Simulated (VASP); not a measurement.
# KI (Pm-3m) in VASP: notebook, part 2 of 3

VASP 6.6.1. Earlier steps stand in the parts before.

**3. Single point, PBE**

INCAR reads:

```
SYSTEM = KI
PREC = Accurate
ENCUT = 520
EDIFF = 1E-7
ISMEAR = 0
SIGMA = 0.01
LREAL = .FALSE.
LASPH = .TRUE.
NELM = 100
ALGO = Normal
ISIF = 2
LWAVE = .FALSE.
LCHARG = .FALSE.
GGA = PE
NBANDS = 15
```

KPOINTS reads:

```
Automatic mesh
0
G
  4 4 4
  0 0 0
```

POSCAR reads:

```
KI
1.0
    4.2910852121      0.0000000000      0.0000000000
    0.0000000000      4.2910852121      0.0000000000
    0.0000000000      0.0000000000      4.2910852121
K I
1 1
Direct
    0.0000000000      0.0000000000      0.0000000000
    0.5000000000      0.5000000000      0.5000000000
```

Potentials or basis: VASP PAW PBE potentials, release 64 (K_sv, I).

Launch:

```
cat potpaw_PBE.64/K_sv/POTCAR potpaw_PBE.64/I/POTCAR > POTCAR
mpirun -np 1 vasp_std > vasp.out
```

OUTCAR:

```text
SYSTEM = KI
   PREC = Accurate
   ENCUT = 520
   EDIFF = 1E-7
   ISMEAR = 0
   LREAL = .FALSE.
   LASPH = .TRUE.
   NELM = 100
   ISIF = 2
   GGA = PE

 ion  position               nearest neighbor table
   1  0.000  0.000  0.000-
   2  0.500  0.500  0.500-

  LATTYP: Found a simple cubic cell.
 ALAT       =     4.2910852121

  Lattice vectors:

 A1 = (   4.2910852121,   0.0000000000,   0.0000000000)
 A2 = (   0.0000000000,   4.2910852121,   0.0000000000)
 A3 = (   0.0000000000,   0.0000000000,   4.2910852121)

Analysis of symmetry for initial positions (statically):
=====================================================================
 Subroutine PRICEL returns:
 Original cell was already a primitive cell.

 Routine SETGRP: Setting up the symmetry group for a
 simple cubic supercell.

 Subroutine GETGRP returns: Found 48 space group operations
 (whereof 48 operations were pure point group operations)
 out of a pool of 48 trial point group operations.

The static configuration has the point symmetry O_h .

Analysis of symmetry for dynamics (positions and initial velocities):
=====================================================================
 Subroutine PRICEL returns:
 Original cell was already a primitive cell.

 Routine SETGRP: Setting up the symmetry group for a
 simple cubic supercell.

 Subroutine GETGRP returns: Found 48 space group operations
 (whereof 48 operations were pure point group operations)
 out of a pool of 48 trial point group operations.

The dynamic configuration has the point symmetry O_h .

 Subroutine INISYM returns: Found 48 space group operations
 (whereof 48 operations are pure point group operations),
 and found     1 'primitive' translations

----------------------------------------------------------------------------------------

                                     Primitive cell

  volume of cell :      79.0135

  direct lattice vectors                    reciprocal lattice vectors
     4.291085212  0.000000000  0.000000000     0.233041282  0.000000000  0.000000000
     0.000000000  4.291085212  0.000000000     0.000000000  0.233041282  0.000000000
     0.000000000  0.000000000  4.291085212     0.000000000  0.000000000  0.233041282

  length of vectors
     4.291085212  4.291085212  4.291085212     0.233041282  0.233041282  0.233041282

  position of ions in fractional coordinates (direct lattice)
     0.000000000  0.000000000  0.000000000
     0.500000000  0.500000000  0.500000000

  ion indices of the primitive-cell ions
   primitive index   ion index
                 1           1
                 2           2

----------------------------------------------------------------------------------------

 KPOINTS: Automatic mesh

Automatic generation of k-mesh.
 Grid dimensions read from file:
 generate k-points for:    4    4    4

 Generating k-lattice:

  Cartesian coordinates                     Fractional coordinates (reciprocal lattice)
     0.058260321  0.000000000  0.000000000     0.250000000  0.000000000  0.000000000
[... 23 lines left out ...]
  0.500000  0.250000  0.250000     12.000000
  0.500000  0.500000  0.250000      6.000000
  0.500000  0.500000  0.500000      1.000000
   k-points           NKPTS =     10   k-points in BZ     NKDIM =     10   number of bands    NBANDS=     15
   number of dos      NEDOS =    301   number of ions     NIONS =      2
   total plane-waves  NPLWV =  32768
   dimension x,y,z NGX =    32 NGY =   32 NGZ =   32
   dimension x,y,z NGXF=    64 NGYF=   64 NGZF=   64
   ions per type =               1   1
   NGX,Y,Z   is equivalent  to a cutoff of  12.40, 12.40, 12.40 a.u.
   NGXF,Y,Z  is equivalent  to a cutoff of  24.79, 24.79, 24.79 a.u.
 SYSTEM =  KI
   PREC   = accura    normal or accurate (medium, high low for compatibility)
   ISTART =      0    job   : 0-new  1-cont  2-samecut
   ICHARG =      2    charge: 1-file 2-atom 10-const
   ISPIN  =      1    spin polarized calculation?
   LNONCOLLINEAR =      F non collinear calculations
   LSORBIT =      F    spin-orbit coupling
   LASPH  =      T    aspherical Exc in radial PAW
   ENCUT  =  520.0 eV  38.22 Ry    6.18 a.u.   7.98  7.98  7.98*2*pi/ulx,y,z
   NELM   =    100;   NELMIN=  2; NELMDL= -5     # of ELM steps
   EDIFF  = 0.1E-06   stopping-criterion for ELM
   LREAL  =      F    real-space projection
   EDIFFG = 0.1E-05   stopping-criterion for IOM
   NSW    =      0    number of steps for IOM
   IBRION =     -1    ionic relax: 0-MD 1-quasi-New 2-CG
   NFREE  =      0    steps in history (QN), initial steepest desc. (CG)
   ISIF   =      2    stress and relaxation
   ISYM   =      2    0-nonsym 1-usesym 2-fastsym
   POTIM  = 0.5000    time-step for ionic-motion
   TEBEG  =    0.0;   TEEND  =   0.0 temperature during run
   PSTRESS=    0.0 pullay stress
   NELECT =      16.0000    total number of electrons
   NUPDOWN=      -1.0000    fix difference up-down
   EMIN   =  10.00;   EMAX   =-10.00  energy-range for DOS
   EFERMI =   0.00;   METHOD = LEGACY
   ISMEAR =     0;   SIGMA  =   0.01  broadening in eV -4-tet -1-fermi 0-gaus
   EFERMI_NEDOS =   21; number of points for ismear=-14 and -15
   IALGO  =     38    algorithm
   IMIX   =      4    mixing-type and parameters
     AMIX     =   0.40;   BMIX     =  1.00
     AMIX_MAG =   1.60;   BMIX_MAG =  1.00
  volume/ion in A,a.u.               =      39.51       266.60
  Fermi-wavevector in a.u.,A,eV,Ry     =   0.961349  1.816686 12.574391  0.924192
  Thomas-Fermi vector in A             =   2.090713
   LORBIT       =      0    0 simple, 1 ext, 2 COOP (PROOUT), +10 PAW based schemes
   GGA     = PE    functional components
   LHFCALC =     F    Hartree Fock is set to
   AEXX    =    0.0000 exact exchange contribution
   IVDW    =     0    specifies the selected vdW correction
   LEPSILON=     F    determine dielectric tensor
   LRPA    =     F    only Hartree local field effects (RPA)
 non-spin polarized calculation
 Gauss-broadening in eV      SIGMA  =   0.01
  energy-cutoff  :      520.00
  volume of cell :       79.01
 maximum number of plane-waves:      2176
 NGX is ok and might be reduce to    32
   NGX = 15   NGY = 15   NGZ = 15

 number of electron      16.0000003 magnetization

 Free energy of the ion-electron system (eV)
  ---------------------------------------------------
  ext. energy  EPLUGINS =         0.00000000
  ---------------------------------------------------
  free energy    TOTEN  =        -5.41237834 eV

  energy without entropy =       -5.41237834  energy(sigma->0) =       -5.41237834

 E-fermi :   0.9718     XC(G=0):  -7.7071

 val. band max:        0.8893970467   @ k =   0.5000   0.5000   0.0000
 cond. band min:       4.2155589807   @ k =   0.0000   0.0000   0.0000
 fundamental gap:      3.3261619340
 Fermi energy:         0.9718486572

 k-point     1 :       0.0000    0.0000    0.0000
  band No.  band energies     occupation
      1     -28.4996      2.00000
      2     -11.9526      2.00000
      3     -11.9526      2.00000
      4     -11.9526      2.00000
      5     -10.2687      2.00000
      6       0.5279      2.00000
      7       0.5279      2.00000
      8       0.5279      2.00000
      9       4.2156      0.00000
     10       5.6492      0.00000
     11       5.6492      0.00000
     12       9.2689      0.00000
     13       9.2689      0.00000
     14       9.2689      0.00000
[... 149 lines left out ...]
      2     -12.0171      2.00000
      3     -12.0171      2.00000
      4     -12.0171      2.00000
      5      -9.7482      2.00000
      6      -0.7684      2.00000
      7      -0.7684      2.00000
      8      -0.7684      2.00000
      9       6.5161      0.00000
     10       6.5161      0.00000
     11       6.5161      0.00000
     12       9.7241      0.00000
     13       9.7241      0.00000
     14       9.7241      0.00000
     15      10.0317      0.00000

------------------------ aborting loop because EDIFF is reached ----------------------------------------

  FORCE on cell =-STRESS in cart. coord.  units (eV):
  Direction    XX          YY          ZZ          XY          YZ          ZX
  --------------------------------------------------------------------------------------
  -------------------------------------------------------------------------------------
  Total        0.2802306      0.2802306      0.2802306     -0.0000000      0.0000000     -0.0000000
  in kB        5.6823078      5.6823078      5.6823078     -0.0000000      0.0000000     -0.0000000
  external PRESSURE =       5.6823078 kB  Pullay stress =       0.0000000 kB

 VOLUME and BASIS-vectors are now :
 -----------------------------------------------------------------------------
  energy-cutoff  :      520.00
  volume of cell :       79.01
      direct lattice vectors                 reciprocal lattice vectors
     4.291085212  0.000000000  0.000000000     0.233041282  0.000000000  0.000000000
     0.000000000  4.291085212  0.000000000     0.000000000  0.233041282  0.000000000
     0.000000000  0.000000000  4.291085212     0.000000000  0.000000000  0.233041282

 POSITION                                       TOTAL-FORCE (eV/Angst)
 -----------------------------------------------------------------------------------
      0.00000      0.00000      0.00000         0.000000      0.000000      0.000000
      2.14554      2.14554      2.14554         0.000000      0.000000      0.000000
 -----------------------------------------------------------------------------------
    total drift:                                0.000000      0.000000     -0.000000

  FREE ENERGIE OF THE ION-ELECTRON SYSTEM (eV)
  ---------------------------------------------------
  free  energy   TOTEN  =        -5.4123783395 eV

  energy  without entropy=       -5.4123783395  energy(sigma->0) =       -5.41237834
```

OSZICAR:

```text
N       E                     dE             d eps       ncg     rms          rms(c)
DAV:   1     0.915119073222E+02    0.91512E+02   -0.64665E+03   300   0.906E+02
DAV:   2     0.126766670372E+00   -0.91385E+02   -0.85396E+02   391   0.219E+02
DAV:   3    -0.527114474598E+01   -0.53979E+01   -0.53705E+01   442   0.466E+01
DAV:   4    -0.552128893349E+01   -0.25014E+00   -0.25010E+00   458   0.865E+00
DAV:   5    -0.552330956446E+01   -0.20206E-02   -0.20206E-02   426   0.899E-01    0.268E+00
DAV:   6    -0.542969232719E+01    0.93617E-01   -0.67945E-02   391   0.175E+00    0.193E+00
DAV:   7    -0.540957746822E+01    0.20115E-01   -0.91747E-02   384   0.174E+00    0.744E-01
DAV:   8    -0.541215737085E+01   -0.25799E-02   -0.13461E-02   358   0.749E-01    0.151E-01
DAV:   9    -0.541230043483E+01   -0.14306E-03   -0.50296E-04   419   0.150E-01    0.724E-02
DAV:  10    -0.541236223698E+01   -0.61802E-04   -0.83240E-05   394   0.585E-02    0.151E-02
DAV:  11    -0.541237884162E+01   -0.16605E-04   -0.24886E-05   384   0.322E-02    0.173E-02
DAV:  12    -0.541237838013E+01    0.46149E-06   -0.70449E-07   419   0.635E-03    0.966E-03
DAV:  13    -0.541237833953E+01    0.40597E-07   -0.21893E-07   377   0.244E-03
   1 F= -.54123783E+01 E0= -.54123783E+01  d E =-.790430E-33
```

Wall time 8.8 s (1 thread of Intel Xeon Platinum 8375C at 2.90GHz (Ice Lake), shared host); peak memory 0.18 GiB.

What came out:

| Quantity | Value |
| --- | --- |
| Free energy | -5.4124 eV |
| Pressure | 0.6 GPa |
| Band gap on the k mesh | 3.33 eV, indirect (least direct gap 3.69 eV) |

Caveat: spin-orbit coupling is left out, which moves the levels of the heavy elements.

**4. Single point, r2SCAN**

POSCAR is that of step 3.

INCAR.step1 reads:

```
  PREC = Accurate
  ENCUT = 520
  ISMEAR = 0
  SIGMA = 0.01
  LREAL = F
  LASPH = T
  NELM = 80
  NBANDS = 15
  GGA = PE
  ALGO = Normal
  EDIFF = 1E-4
  LWAVE = T
  LCHARG = F
```

INCAR.step2 reads:

```
  PREC = Accurate
  ENCUT = 520
  EDIFF = 1E-6
  ISMEAR = 0
  SIGMA = 0.01
  LREAL = F
  LASPH = T
  NELM = 80
  ALGO = Normal
  ISIF = 2
  LWAVE = F
  LCHARG = T
  METAGGA = R2SCAN
  LMIXTAU = T
  LELF = T
  LVHAR = T
  NBANDS = 15
  ISTART = 1
```

KPOINTS reads:

```
regular mesh
0
Gamma
  4 4 4
```

Potentials or basis: VASP PAW PBE potentials, release 64 (K_sv, I).

Launch:

```
cat potpaw_PBE.64/K_sv/POTCAR potpaw_PBE.64/I/POTCAR > POTCAR
cp INCAR.step1 INCAR
mpirun -np 1 vasp_std > vasp.out
cp INCAR.step2 INCAR
mpirun -np 1 vasp_std > vasp.out
```

OUTCAR:

```text
PREC = Accurate
   ENCUT = 520
   EDIFF = 1E-6
   ISMEAR = 0
   LREAL = F
   LASPH = T
   NELM = 80
   ISIF = 2
   METAGGA = R2SCAN
   ISTART = 1

 ion  position               nearest neighbor table
   1  0.000  0.000  0.000-
   2  0.500  0.500  0.500-

  LATTYP: Found a simple cubic cell.
 ALAT       =     4.2910852121

  Lattice vectors:

 A1 = (   4.2910852121,   0.0000000000,   0.0000000000)
 A2 = (   0.0000000000,   4.2910852121,   0.0000000000)
 A3 = (   0.0000000000,   0.0000000000,   4.2910852121)

Analysis of symmetry for initial positions (statically):
=====================================================================
 Subroutine PRICEL returns:
 Original cell was already a primitive cell.

 Routine SETGRP: Setting up the symmetry group for a
 simple cubic supercell.

 Subroutine GETGRP returns: Found 48 space group operations
 (whereof 48 operations were pure point group operations)
 out of a pool of 48 trial point group operations.

The static configuration has the point symmetry O_h .

Analysis of symmetry for dynamics (positions and initial velocities):
=====================================================================
 Subroutine PRICEL returns:
 Original cell was already a primitive cell.

 Routine SETGRP: Setting up the symmetry group for a
 simple cubic supercell.

 Subroutine GETGRP returns: Found 48 space group operations
 (whereof 48 operations were pure point group operations)
 out of a pool of 48 trial point group operations.

The dynamic configuration has the point symmetry O_h .

 Subroutine INISYM returns: Found 48 space group operations
 (whereof 48 operations are pure point group operations),
 and found     1 'primitive' translations

----------------------------------------------------------------------------------------
[... 103 lines left out ...]
   METAGGA = R2SCAN    functional components
   LHFCALC =     F    Hartree Fock is set to
   AEXX    =    0.0000 exact exchange contribution
   IVDW    =     0    specifies the selected vdW correction
   LEPSILON=     F    determine dielectric tensor
   LRPA    =     F    only Hartree local field effects (RPA)
 non-spin polarized calculation
 Gauss-broadening in eV      SIGMA  =   0.01
  energy-cutoff  :      520.00
  volume of cell :       79.01
 maximum number of plane-waves:      2176
 NGX is ok and might be reduce to    32
   NGX = 15   NGY = 15   NGZ = 15

 number of electron      16.0000003 magnetization

 Free energy of the ion-electron system (eV)
  ---------------------------------------------------
  ext. energy  EPLUGINS =         0.00000000
  ---------------------------------------------------
  free energy    TOTEN  =       -33.85719171 eV

  energy without entropy =      -33.85719171  energy(sigma->0) =      -33.85719171

 E-fermi :   0.6318     XC(G=0):  -8.0457

 val. band max:        0.5831517767   @ k =   0.5000   0.5000   0.0000
 cond. band min:       4.6198571533   @ k =   0.0000   0.0000   0.0000
 fundamental gap:      4.0367053766
 Fermi energy:         0.6318361957

 k-point     1 :       0.0000    0.0000    0.0000
  band No.  band energies     occupation
      1     -30.0095      2.00000
      2     -12.6916      2.00000
      3     -12.6916      2.00000
      4     -12.6916      2.00000
      5     -10.9062      2.00000
      6       0.2139      2.00000
      7       0.2139      2.00000
      8       0.2139      2.00000
      9       4.6199      0.00000
     10       5.8348      0.00000
     11       5.8348      0.00000
     12       9.6771      0.00000
     13       9.6771      0.00000
     14       9.6771      0.00000
[... 149 lines left out ...]
      2     -12.7534      2.00000
      3     -12.7534      2.00000
      4     -12.7534      2.00000
      5     -10.3447      2.00000
      6      -1.1033      2.00000
      7      -1.1033      2.00000
      8      -1.1033      2.00000
      9       6.7151      0.00000
     10       6.7151      0.00000
     11       6.7151      0.00000
     12      10.2069      0.00000
     13      10.2069      0.00000
     14      10.2069      0.00000
     15      10.7829      0.00000

------------------------ aborting loop because EDIFF is reached ----------------------------------------

  FORCE on cell =-STRESS in cart. coord.  units (eV):
  Direction    XX          YY          ZZ          XY          YZ          ZX
  --------------------------------------------------------------------------------------
  -------------------------------------------------------------------------------------
  Total        0.0315392      0.0315392      0.0315392      0.0000000      0.0000000     -0.0000000
  in kB        0.6395276      0.6395276      0.6395276      0.0000000      0.0000000     -0.0000000
  external PRESSURE =       0.6395276 kB  Pullay stress =       0.0000000 kB

 VOLUME and BASIS-vectors are now :
 -----------------------------------------------------------------------------
  energy-cutoff  :      520.00
  volume of cell :       79.01
      direct lattice vectors                 reciprocal lattice vectors
     4.291085212  0.000000000  0.000000000     0.233041282  0.000000000  0.000000000
     0.000000000  4.291085212  0.000000000     0.000000000  0.233041282  0.000000000
     0.000000000  0.000000000  4.291085212     0.000000000  0.000000000  0.233041282

 POSITION                                       TOTAL-FORCE (eV/Angst)
 -----------------------------------------------------------------------------------
      0.00000      0.00000      0.00000         0.000000      0.000000      0.000000
      2.14554      2.14554      2.14554         0.000000      0.000000      0.000000
 -----------------------------------------------------------------------------------
    total drift:                                0.000000      0.000000     -0.000000

  FREE ENERGIE OF THE ION-ELECTRON SYSTEM (eV)
  ---------------------------------------------------
  free  energy   TOTEN  =       -33.8571917057 eV

  energy  without entropy=      -33.8571917057  energy(sigma->0) =      -33.85719171
```

OUTCAR.step1:

```text
PREC = Accurate
   ENCUT = 520
   ISMEAR = 0
   LREAL = F
   LASPH = T
[... 384 lines left out ...]
 -----------------------------------------------------------------------------------
      0.00000      0.00000      0.00000         0.000000      0.000000      0.000000
      2.14554      2.14554      2.14554         0.000000      0.000000      0.000000
 -----------------------------------------------------------------------------------
    total drift:                                0.000000      0.000000     -0.000000

  FREE ENERGIE OF THE ION-ELECTRON SYSTEM (eV)
  ---------------------------------------------------
  free  energy   TOTEN  =        -5.4123618425 eV

  energy  without entropy=       -5.4123618425  energy(sigma->0) =       -5.41236184
```

It took 30 s on 1 thread of Intel Xeon Platinum 8375C at 2.90GHz (Ice Lake), shared host; peak memory 0.19 GiB.

Results:

- Free energy: -33.8572 eV
- Pressure: 0.1 GPa
- Band gap on the k mesh: 4.04 eV, indirect (least direct gap 4.41 eV)

Caveat: the PAW data sets were made with another functional, which shifts forces and pressure a little; spin-orbit coupling is left out, which moves the levels of the heavy elements.

(Part 2 of 3 ends here.)
